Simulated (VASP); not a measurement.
A run of VASP 6.6.1 is set up as follows.

The input INCAR:

```
SYSTEM = Pb
PREC     = Accurate       ! precision mode
ENCUT    = 520            ! plane-wave cutoff, eV
EDIFF    = 1E-6           ! SCF threshold, eV
ISMEAR   = -1             ! smearing method
SIGMA    = 0.1            ! smearing width, eV
LREAL    = .False.        ! projectors in reciprocal space
LASPH    = .True.         ! aspherical terms in the spheres
NELM     = 100            ! most SCF steps
ALGO     = Normal         ! electronic algorithm
ISIF     = 2              ! what is computed and relaxed
LWAVE    = .False.        ! write WAVECAR
LCHARG   = .False.        ! write CHGCAR
GGA      = RP             ! functional
NBANDS   = 36             ! bands
```

Contents of KPOINTS:

```
Automatic mesh
0
Gamma
  11 11 3
  0 0 0
```

Contents of POSCAR:

```
Pb
1.0
    3.5218523458      0.0000000000      0.0000000000
   -1.7609261729      3.0500135998      0.0000000000
    0.0000000000      0.0000000000     11.3782442465
Pb
4
Direct
    1.0000000000      0.0000000000      1.0000000000
    0.0000000000      0.0000000000      0.5000000000
    0.3333333333      0.6666666667      0.2500000000
    0.6666666667      0.3333333333      0.7500000000
```

Potentials or basis: VASP PAW PBE potentials, release 64 (Pb_d).

The run is started by

```bash
$ cat potpaw_PBE.64/Pb_d/POTCAR > POTCAR
$ mpirun -np 1 vasp_std > vasp.out
```

(1) What does it give for the pressure?

(2) Estimate the band gap on the k mesh.

Answers

(1) 3.4 GPa.

(2) zero (bands 28 and 29 overlap by 6.94 eV).

Caveat: the cell stands under pressure; the PAW data sets were made with another functional, which shifts forces and pressure a little; spin-orbit coupling is left out, which moves the levels of the heavy elements.
